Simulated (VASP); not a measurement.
Wanted: the native input for a VASP 6.6.1 run.

| Item | Value |
| --- | --- |
| Task | single point |
| Functional | PBE |
| Dispersion | D3(BJ) |
| Potentials or basis | VASP PAW PBE potentials, release 64 (F, H, O) |
| Cutoff | 520 eV |
| k mesh | 1 × 1 × 1 |
| Occupations | fermi-dirac, width 0.05 eV |
| Spin | no spin polarisation |
| Dipole correction | no |
| Further INCAR settings | LREAL = Auto; ALGO = Normal; EDIFF = 1e-06; NBANDS = 58 |

The structure of H3OF lies in POSCAR:

```
H3OF
1.0
    7.4650220000      0.0000000000      0.0000000000
    0.0000000000      7.4650220000      0.0000000000
    0.0000000000      0.0000000000      7.4650220000
F H O
5 15 5
Direct
   -0.0723105706      0.3603472301      0.7957377755
    0.7755101057      1.0351208610      0.7677405371
    0.5410968648      0.5076877201      0.8082360641
    0.2535424544      0.7844852969      0.4698579589
    0.0222638326      0.7934738839      1.0519459956
   -0.1315334369      0.3414725369      0.9080482281
    0.7818999060      1.1117448817      0.8629713348
    0.5301658856      0.6356042889      0.7752421895
    0.1208569781      0.7175464453      0.4877547581
   -0.0347353296      0.7238290791      0.9702181722
    0.8364610312      0.7386716342      0.5690271241
    0.9249805292      0.5591410179      0.6024630604
    0.5702327468      0.4080630975      0.2807895275
    0.6106880864      0.2599858380      0.4072325574
    0.8172380470      0.1890684314      0.1969719580
    0.9600239624      0.0391425504      0.0683320156
    0.5820612451      0.9331117845      0.6505406146
    0.4341581311      0.8132193046      0.5873391934
    0.2642323090      0.6080357164      0.2095640174
    0.3795836101      0.5250084996      0.0604418848
    0.9582289242      0.6903395596      0.5680224385
    0.6780020206      0.3493224802      0.3228657598
    0.8802385311      0.1415401053      0.0739582549
    0.5474196861      0.8128844094      0.6584307454
    0.2880634511      0.4980025511      0.1482112176
```

The input as run:

INCAR

```
PREC = Accurate
ENCUT = 520
EDIFF = 1E-6
ISMEAR = -1
SIGMA = 0.05
LREAL = Auto
LASPH = T
NELM = 60
ALGO = Normal
ISIF = 2
LWAVE = F
LCHARG = F
GGA = PE
IVDW = 12
NBANDS = 58
```

KPOINTS

```
Automatic mesh
0
Gamma
  1 1 1
```

Potentials or basis: VASP PAW PBE potentials, release 64 (F, H, O).

Command:

```console
$ cat potpaw_PBE.64/F/POTCAR potpaw_PBE.64/H/POTCAR potpaw_PBE.64/O/POTCAR > POTCAR
$ mpirun -np 1 vasp_gam > vasp.out
```

It gave:

```json
{
  "Pressure": "-0.9 GPa",
  "Largest force": "3.530 eV/Å",
  "Band gap on the k mesh": "4.60 eV",
  "Dispersion energy per atom": "-0.020 eV"
}
```

Caveat: the k points lie up to 0.84 Å⁻¹ apart.

Wall time 37 s on 1 thread of AMD EPYC 7R13 Processor (Zen 3), on a shared host, peak memory 0.35 GiB.
